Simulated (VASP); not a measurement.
Write the native input for VASP 6.6.1 that does the following.

* Task: single point
* Functional: PBE
* Potentials or basis: VASP PAW PBE potentials, release 64 (Sc_sv, Ti_sv, N)
* Cutoff: 520 eV
* k mesh: 4 × 4 × 2
* Occupations: gaussian, width 0.15 eV
* Spin: collinear spin, ferromagnetic start
* Starting moments: [0.0, 1.0, 1.0, 1.0, 0.0, 0.0, 0.0] μB
* Dipole correction: no
* Further INCAR settings: ALGO = Normal; EDIFF = 1e-06; NBANDS = 44

The structure of ScTi3N3 lies in POSCAR:

```
ScTi3N3
1.0
    3.0558275751      0.0000000000      0.0000000000
    0.0000000000      3.0558275751      0.0000000000
    0.0000000000      0.0000000000      8.5421274416
Sc Ti N
1 3 3
Direct
    0.0000000000      0.0000000000      0.0000000000
    0.5000000000      0.5000000000      0.7553771316
    0.0000000000      0.0000000000      0.5000000000
    0.5000000000      0.5000000000      0.2446228684
    0.0000000000      0.0000000000      0.7377453991
    0.5000000000      0.5000000000      0.0000000000
    0.0000000000      0.0000000000      0.2622546009
```

These files were run (other wordings do the same):

INCAR

```
ALGO = Normal
EDIFF = 1E-6
ENCUT = 520
GGA = PE
ISIF = 2
ISMEAR = 0
ISPIN = 2
LASPH = T
LCHARG = F
LMAXMIX = 4
LORBIT = 11
LREAL = F
LWAVE = F
MAGMOM = 0 1 1 1 0 0 0
NBANDS = 44
NELM = 150
PREC = Accurate
SIGMA = 0.15
```

KPOINTS

```
k-points
0
Gamma
  4 4 2
```

Potentials or basis: VASP PAW PBE potentials, release 64 (Sc_sv, Ti_sv, N).

Run with:

```console
$ cat potpaw_PBE.64/Sc_sv/POTCAR potpaw_PBE.64/Ti_sv/POTCAR potpaw_PBE.64/N/POTCAR > POTCAR
$ mpirun -np 1 vasp_std > vasp.out
```

Results of the run:

The pressure is 0.6 GPa. The largest force is 0.018 eV/Å. The band gap on the k mesh is zero (filled and empty bands overlap), the net moment is 0.00 μB per cell and the valence electrons inside the program's atomic spheres are Sc 9.88; Ti 10.28, 10.27; N 3.72, 3.77.

Caveat: the k points lie up to 0.51 Å⁻¹ apart.

Run time: 110 s on 1 thread of Intel(R) Xeon(R) Platinum 8259CL CPU @ 2.50GHz (Skylake/Cascade Lake), on a shared host, peak memory 0.24 GiB.
